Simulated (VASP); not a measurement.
# Te in VASP: a series of runs

Te is run at these levels: PBE+D3(BJ); tasks: single point.

Program: VASP 6.6.1. These are calculated values, not measurements. Logs are shortened: lines on timing, memory, paths and dates and some standing lists are left out, and cuts for length are marked.

## (1) The cell of the first run

The cell holds a slab with vacuum, 7 atoms: a = 4.318 Å, b = 5.967 Å, c = 22.479 Å, α = 90.00°, β = 90.00°, γ = 90.00°.

## (2) Single point, PBE+D3(BJ)

File INCAR:

```
PREC = Accurate
ENCUT = 520
EDIFF = 1E-6
ISMEAR = 0
SIGMA = 0.1
LREAL = F
LASPH = T
NELM = 80
ALGO = Normal
ISIF = 2
LWAVE = F
LCHARG = T
LDIPOL = T
IDIPOL = 3
DIPOL = 0.5 0.5 0.500
GGA = PE
IVDW = 12
LELF = T
LVHAR = T
LVACPOTAV = T
NBANDS = 30
```

File KPOINTS:

```
Automatic mesh
0
Gamma
  8 6 1
```

File POSCAR:

```
Te
1.0
    4.3181152205      0.0000000000      0.0000000000
    0.0000000000      5.9667206029      0.0000000000
    0.0000000000      0.0000000000     22.4791949548
Te
7
Direct
    0.2153186583      0.1666666667      0.3336418415
    0.6423406708      0.8333333333      0.3810009053
    0.1423406708      0.5000000000      0.4526409362
    0.7153186583      0.1666666667      0.5000000000
    0.1423406708      0.8333333333      0.5473590638
    0.6423406709      0.5000000000      0.6189990947
    0.2153186583      0.1666666667      0.6663581585
```

Potentials or basis: VASP PAW PBE potentials, release 64 (Te).

On the command line:

```console
$ cat potpaw_PBE.64/Te/POTCAR > POTCAR
$ mpirun -np 1 vasp_std > vasp.out
```

OUTCAR:

```text
PREC = Accurate
   ENCUT = 520
   EDIFF = 1E-6
   ISMEAR = 0
   LREAL = F
   LASPH = T
   NELM = 80
   ISIF = 2
   GGA = PE
   IVDW = 12
 IVDW          = 12

 ion  position               nearest neighbor table
   1  0.215  0.167  0.334-   2 2.91   3 3.35   2 3.35
   2  0.642  0.833  0.381-   1 2.91   3 3.35   3 3.35   4 3.35   1 3.35
   3  0.142  0.500  0.453-   4 2.91   5 2.91   2 3.35   2 3.35   1 3.35   4 3.35
   4  0.715  0.167  0.500-   3 2.91   5 2.91   6 3.35   2 3.35   3 3.35   5 3.35
   5  0.142  0.833  0.547-   4 2.91   3 2.91   6 3.35   6 3.35   7 3.35   4 3.35
   6  0.642  0.500  0.619-   7 2.91   5 3.35   4 3.35   5 3.35   7 3.35
   7  0.215  0.167  0.666-   6 2.91   5 3.35   6 3.35

  LATTYP: Found a simple orthorhombic cell.
 ALAT       =     4.3181152205
 B/A-ratio  =     1.3817881873
 C/A-ratio  =     5.2057885922

  Lattice vectors:

 A1 = (   4.3181152205,   0.0000000000,   0.0000000000)
 A2 = (   0.0000000000,   5.9667206029,   0.0000000000)
 A3 = (   0.0000000000,   0.0000000000,  22.4791949548)

Analysis of symmetry for initial positions (statically):
=====================================================================
 Subroutine PRICEL returns:
 Original cell was already a primitive cell.

 Routine SETGRP: Setting up the symmetry group for a
 simple orthorhombic supercell.

 Subroutine GETGRP returns: Found  2 space group operations
 (whereof  1 operations were pure point group operations)
 out of a pool of  8 trial point group operations.

The static configuration has the point symmetry C_1 .
 The point group associated with its full space group is C_2 .

Analysis of symmetry for dynamics (positions and initial velocities):
=====================================================================
 Subroutine PRICEL returns:
 Original cell was already a primitive cell.

 Routine SETGRP: Setting up the symmetry group for a
 simple orthorhombic supercell.

 Subroutine GETGRP returns: Found  2 space group operations
 (whereof  1 operations were pure point group operations)
 out of a pool of  8 trial point group operations.

The dynamic configuration has the point symmetry C_1 .
 The point group associated with its full space group is C_2 .

 Subroutine INISYM returns: Found  2 space group operations
 (whereof  1 operations are pure point group operations),
 and found     1 'primitive' translations

----------------------------------------------------------------------------------------

                                     Primitive cell

  volume of cell :     579.1762

  direct lattice vectors                    reciprocal lattice vectors
     4.318115221  0.000000000  0.000000000     0.231582519  0.000000000  0.000000000
     0.000000000  5.966720603  0.000000000     0.000000000  0.167596250  0.000000000
     0.000000000  0.000000000 22.479194955     0.000000000  0.000000000  0.044485579

  length of vectors
     4.318115221  5.966720603 22.479194955     0.231582519  0.167596250  0.044485579

  position of ions in fractional coordinates (direct lattice)
     0.215318658  0.166666667  0.333641841
     0.642340671  0.833333333  0.381000905
     0.142340671  0.500000000  0.452640936
     0.715318658  0.166666667  0.500000000
     0.142340671  0.833333333  0.547359064
     0.642340671  0.500000000  0.618999095
     0.215318658  0.166666667  0.666358159

  ion indices of the primitive-cell ions
   primitive index   ion index
                 1           1
                 2           2
                 3           3
                 4           4
                 5           5
                 6           6
                 7           7

----------------------------------------------------------------------------------------

 KPOINTS: Automatic mesh

Automatic generation of k-mesh.
 Grid dimensions read from file:
 generate k-points for:    8    6    1

 Generating k-lattice:

  Cartesian coordinates                     Fractional coordinates (reciprocal lattice)
     0.028947815  0.000000000  0.000000000     0.125000000  0.000000000  0.000000000
     0.000000000  0.027932708  0.000000000     0.000000000  0.166666667  0.000000000
     0.000000000  0.000000000  0.044485579     0.000000000  0.000000000  1.000000000

  Length of vectors
     0.028947815  0.027932708  0.044485579

  Shift w.r.t. Gamma in fractional coordinates (k-lattice)
     0.000000000  0.000000000  0.000000000

 Subroutine IBZKPT returns following result:
 ===========================================

 Found     20 irreducible k-points:

 Following reciprocal coordinates:
            Coordinates               Weight
  0.000000  0.000000  0.000000      1.000000
  0.125000  0.000000  0.000000      2.000000
  0.250000  0.000000  0.000000      2.000000
  0.375000  0.000000  0.000000      2.000000
  0.500000  0.000000  0.000000      1.000000
  0.000000  0.166667  0.000000      2.000000
[... 12 lines left out ...]
  0.375000  0.500000  0.000000      2.000000
  0.500000  0.500000  0.000000      1.000000
   k-points           NKPTS =     20   k-points in BZ     NKDIM =     20   number of bands    NBANDS=     30
   number of dos      NEDOS =    301   number of ions     NIONS =      7
   total plane-waves  NPLWV = 258048
   dimension x,y,z NGX =    32 NGY =   48 NGZ =  168
   dimension x,y,z NGXF=    64 NGYF=   96 NGZF=  336
   ions per type =               7
   NGX,Y,Z   is equivalent  to a cutoff of  12.32, 13.37, 12.42 a.u.
   NGXF,Y,Z  is equivalent  to a cutoff of  24.64, 26.75, 24.85 a.u.
 SYSTEM =  unknown system
   PREC   = accura    normal or accurate (medium, high low for compatibility)
   ISTART =      0    job   : 0-new  1-cont  2-samecut
   ICHARG =      2    charge: 1-file 2-atom 10-const
   ISPIN  =      1    spin polarized calculation?
   LNONCOLLINEAR =      F non collinear calculations
   LSORBIT =      F    spin-orbit coupling
   LASPH  =      T    aspherical Exc in radial PAW
   ENCUT  =  520.0 eV  38.22 Ry    6.18 a.u.   8.03 11.09 41.80*2*pi/ulx,y,z
   NELM   =     80;   NELMIN=  2; NELMDL= -5     # of ELM steps
   EDIFF  = 0.1E-05   stopping-criterion for ELM
   LREAL  =      F    real-space projection
[... 7 lines left out ...]
   TEBEG  =    0.0;   TEEND  =   0.0 temperature during run
   PSTRESS=    0.0 pullay stress
   NELECT =      42.0000    total number of electrons
   NUPDOWN=      -1.0000    fix difference up-down
   EMIN   =  10.00;   EMAX   =-10.00  energy-range for DOS
   EFERMI =   0.00;   METHOD = LEGACY
   ISMEAR =     0;   SIGMA  =   0.10  broadening in eV -4-tet -1-fermi 0-gaus
   EFERMI_NEDOS =   21; number of points for ismear=-14 and -15
   IALGO  =     38    algorithm
   IMIX   =      4    mixing-type and parameters
     AMIX     =   0.40;   BMIX     =  1.00
     AMIX_MAG =   1.60;   BMIX_MAG =  1.00
  volume/ion in A,a.u.               =      82.74       558.35
  Fermi-wavevector in a.u.,A,eV,Ry     =   0.682686  1.290090  6.341135  0.466060
  Thomas-Fermi vector in A             =   1.761832
   LORBIT       =      0    0 simple, 1 ext, 2 COOP (PROOUT), +10 PAW based schemes
   GGA     = PE    functional components
   LHFCALC =     F    Hartree Fock is set to
   AEXX    =    0.0000 exact exchange contribution
   IVDW    =    12    specifies the selected vdW correction
   LEPSILON=     F    determine dielectric tensor
   LRPA    =     F    only Hartree local field effects (RPA)
 non-spin polarized calculation
 Gauss-broadening in eV      SIGMA  =   0.10
  energy-cutoff  :      520.00
  volume of cell :      579.18
 maximum number of plane-waves:     15656
   NGX = 17   NGY = 23   NGZ = 83

 number of electron      42.0000002 magnetization

 dipolmoment           0.000000      0.000000     -0.000000 electrons x Angstroem

 Free energy of the ion-electron system (eV)
  ---------------------------------------------------
  ext. energy  EPLUGINS =         0.00000000
  ---------------------------------------------------
  free energy    TOTEN  =       -20.25224447 eV

  energy without entropy =      -20.21072917  energy(sigma->0) =      -20.23148682

 E-fermi :  -0.5745     XC(G=0):  -4.4089

 val. band max:       -0.5752027827   @ k =   0.3750   0.3333   0.0000
 cond. band min:      -0.5665437212   @ k =   0.5000   0.3333   0.0000
 fundamental gap:      0.0086590615
 Fermi energy:        -0.5745105683

 k-point     1 :       0.0000    0.0000    0.0000
  band No.  band energies     occupation
      1     -13.9864      2.00000
      2     -12.7151      2.00000
      3     -12.1594      2.00000
      4     -11.0727      2.00000
      5     -10.8997      2.00000
      6     -10.1855      2.00000
[... 22 lines left out ...]
     29       2.6372      0.00000
     30       3.7404      0.00000

 k-point     2 :       0.1250    0.0000    0.0000
  band No.  band energies     occupation
      1     -13.8968      2.00000
      2     -12.6313      2.00000
      3     -12.0959      2.00000
      4     -11.0318      2.00000
      5     -10.9597      2.00000
      6     -10.2246      2.00000
[... 22 lines left out ...]
     29       3.0939      0.00000
     30       3.8731      0.00000

 k-point     3 :       0.2500    0.0000    0.0000
  band No.  band energies     occupation
      1     -13.6394      2.00000
      2     -12.3924      2.00000
      3     -11.9503      2.00000
      4     -11.1579      2.00000
      5     -10.9578      2.00000
      6     -10.3355      2.00000
[... 22 lines left out ...]
     29       3.7167      0.00000
     30       3.7574      0.00000

 k-point     4 :       0.3750    0.0000    0.0000
  band No.  band energies     occupation
      1     -13.2653      2.00000
      2     -12.0499      2.00000
      3     -11.9765      2.00000
      4     -11.2858      2.00000
      5     -11.0261      2.00000
      6     -10.4961      2.00000
[... 484 lines left out ...]
     29       4.0453      0.00000
     30       4.5085      0.00000

 k-point    19 :       0.3750    0.5000    0.0000
  band No.  band energies     occupation
      1     -12.6254      2.00000
      2     -12.5861      2.00000
      3     -11.8549      2.00000
      4     -11.8424      2.00000
      5     -10.9192      2.00000
      6     -10.5749      2.00000
[... 22 lines left out ...]
     29       4.0492      0.00000
     30       4.3974      0.00000

 k-point    20 :       0.5000    0.5000    0.0000
  band No.  band energies     occupation
      1     -12.4824      2.00000
      2     -12.4565      2.00000
      3     -11.7411      2.00000
      4     -11.7362      2.00000
      5     -10.8223      2.00000
      6     -10.7360      2.00000
[... 22 lines left out ...]
     29       4.2670      0.00000
     30       4.4981      0.00000

------------------------ aborting loop because EDIFF is reached ----------------------------------------

 Edisp (eV)   -2.27173

 E8    (eV) :    -1.0799

  FORCE on cell =-STRESS in cart. coord.  units (eV):
  Direction    XX          YY          ZZ          XY          YZ          ZX
  --------------------------------------------------------------------------------------
  -------------------------------------------------------------------------------------
  Total      -3.73032    -7.82584    -1.87391     0.00000     0.77198     0.00000
  in kB     -10.31919   -21.64865    -5.18381     0.00000     2.13554     0.00000
  external pressure =      -12.38 kB  Pullay stress =        0.00 kB

 VOLUME and BASIS-vectors are now :
 -----------------------------------------------------------------------------
  energy-cutoff  :      520.00
  volume of cell :      579.18
      direct lattice vectors                 reciprocal lattice vectors
     4.318115221  0.000000000  0.000000000     0.231582519  0.000000000  0.000000000
     0.000000000  5.966720603  0.000000000     0.000000000  0.167596250  0.000000000
     0.000000000  0.000000000 22.479194955     0.000000000  0.000000000  0.044485579

 POSITION                                       TOTAL-FORCE (eV/Angst)
 -----------------------------------------------------------------------------------
      0.92977      0.99445      7.50000         0.187381     -0.646272      0.545548
      2.77370      4.97227      8.56459        -0.251610      0.809982     -0.081504
      0.61464      2.98336     10.17500         0.239874     -0.125216     -0.832799
      3.08883      0.99445     11.23960        -0.351290      0.000000      0.000000
      0.61464      4.97227     12.30419         0.239874      0.125216      0.832799
      2.77370      2.98336     13.91460        -0.251610     -0.809982      0.081504
      0.92977      0.99445     14.97919         0.187381      0.646272     -0.545548
 -----------------------------------------------------------------------------------
    total drift:                                0.000194      0.000000      0.000000

  FREE ENERGIE OF THE ION-ELECTRON SYSTEM (eV)
  ---------------------------------------------------
  free  energy   TOTEN  =       -22.5239758736 eV

  energy  without entropy=      -22.4824605793  energy(sigma->0) =      -22.50321823

 vacuum level on the upper side and lower side of the slab         4.422         4.422
```

It took 4.5 min on 1 thread of Intel Xeon Platinum 8488C (Sapphire Rapids), shared host; peak memory 0.68 GiB.

What came out:

```
Free energy                : -22.5240 eV
Largest force              : 0.876 eV/Å
Band gap on the k mesh     : zero (bands 21 and 22 overlap by 0.43 eV)
Dispersion energy per atom : -0.325 eV
```

Forces in eV/Å, atoms in the order of the input:
```
Te   0.187 -0.646  0.546
Te  -0.252  0.810 -0.082
Te   0.240 -0.125 -0.833
Te  -0.351  0.000  0.000
Te   0.240  0.125  0.833
Te  -0.252 -0.810  0.082
Te   0.187  0.646 -0.546
```

Caveat: spin-orbit coupling is left out, which moves the levels of the heavy elements.

## (3) Single point, PBE+D3(BJ)

File INCAR:

```
SYSTEM = Te
PREC = Accurate ; ENCUT = 520
EDIFF = 1E-6 ; ISMEAR = 0
SIGMA = 0.1 ; LREAL = .False.
LASPH = .True. ; NELM = 80
ALGO = Normal ; ISIF = 2
LWAVE = .False. ; LCHARG = .False.
LDIPOL = .True. ; IDIPOL = 3
DIPOL = 0.5 0.5 0.500 ; GGA = PE
IVDW = 12 ; NBANDS = 30
```

File KPOINTS:

```
Automatic mesh
0
Gamma
  8 6 1
  0 0 0
```

File POSCAR:

```
Te
1.0
    4.3181152205      0.0000000000      0.0000000000
    0.0000000000      5.9667206029      0.0000000000
    0.0000000000      0.0000000000     22.4791949548
Te
7
Direct
    0.2043354346      0.1257380481      0.3396419222
    0.6389393225      0.8452715949      0.3871100932
    0.1600559191      0.4903381826      0.4474097401
    0.7086710930      0.1666647220      0.4999999974
    0.1600502970      0.8429944123      0.5525897127
    0.6389378739      0.4880559580      0.6128885340
    0.2043287181      0.2076037487      0.6603600003
```

Potentials or basis: VASP PAW PBE potentials, release 64 (Te).

On the command line:

```console
$ cat potpaw_PBE.64/Te/POTCAR > POTCAR
$ mpirun -np 1 vasp_std > vasp.out
```

Wall time 5.6 min (1 thread of Intel Xeon Platinum 8488C (Sapphire Rapids), shared host); peak memory 0.72 GiB.

The run converged. Its results:

| Quantity | Value |
| --- | --- |
| Free energy | -22.9458 eV |
| Largest force | 0.013 eV/Å |
| Band gap on the k mesh | zero (bands 21 and 22 overlap by 0.68 eV) |
| Dispersion energy per atom | -0.330 eV |

Forces on the atoms (eV/Å):
```
Te   0.002 -0.003  0.004
Te  -0.007 -0.001 -0.011
Te   0.005 -0.002  0.010
Te  -0.001  0.000  0.000
Te   0.005  0.002 -0.010
Te  -0.007  0.001  0.011
Te   0.002  0.003 -0.004
```

Levels at points of the mesh, in eV from the Fermi level:
```tsv
k point	band 18	band 19	band 20	band 21	band 22	band 23	band 24	band 25
(0.00, 0.00, 0.00)	-0.86	-0.84	-0.59	-0.44	-0.36	0.42	0.76	0.94
(0.50, 0.00, 0.00)	-2.21	-1.79	-0.65	-0.11	0.20	0.61	1.32	1.79
(0.00, 0.50, 0.00)	-1.73	-1.09	-0.93	-0.80	-0.45	0.76	1.03	1.30
(0.50, 0.50, 0.00)	-1.26	-1.04	-0.48	0.20	0.36	0.78	1.43	1.44
```

Caveat: spin-orbit coupling is left out, which moves the levels of the heavy elements.
